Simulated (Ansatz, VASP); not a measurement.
One calculation of BiTe, two programs

```xyz
4
Lattice="4.3358 0.5663 -0.0002 0.5663 4.3320 0.0003 -0.0005 0.0006 7.3332" Properties=species:S:1:pos:R:3 pbc="T T T"
Bi    0.0153   -0.0277    0.0224
Bi    0.0150   -0.0275    3.6889
Te    3.0686    3.0210    1.8558
Te    1.8635    1.8223    5.5222
```

Change from the starting cell: atoms moved at random (sigma 0.1 Å), then relaxed.

Alike in both runs: functional PBE; k mesh 6 × 6 × 3; occupations gaussian, width 0.05 eV; no spin polarisation.

Ansatz relaxed the structure, and its values are those at the end. VASP's run is a single point on that final structure, the one shown.

```csv
,VASP,Ansatz
version,VASP 6.6.1,Ansatz 0.2.0
potentials or method,"VASP PAW PBE potentials, release 64 (Bi_d, Te), cutoff 520 eV","scalar-relativistic, plane waves, PAW"
valence electrons in the cell,42,62
```

```csv
,VASP,Ansatz,Ansatz less VASP
gap on the k mesh at the Fermi level (eV),none,none,-
pressure (GPa),0.0,0.0,+0.04
```

A gap of «none» marks a metal or a gap that the smearing closes. The functional is the same, so the differences come from potentials, cutoffs and numerics. VASP's potentials hold 42 valence electrons a cell and Ansatz's 62, so a difference there can come from the potentials and not from the codes.

Spin-orbit coupling is off throughout.
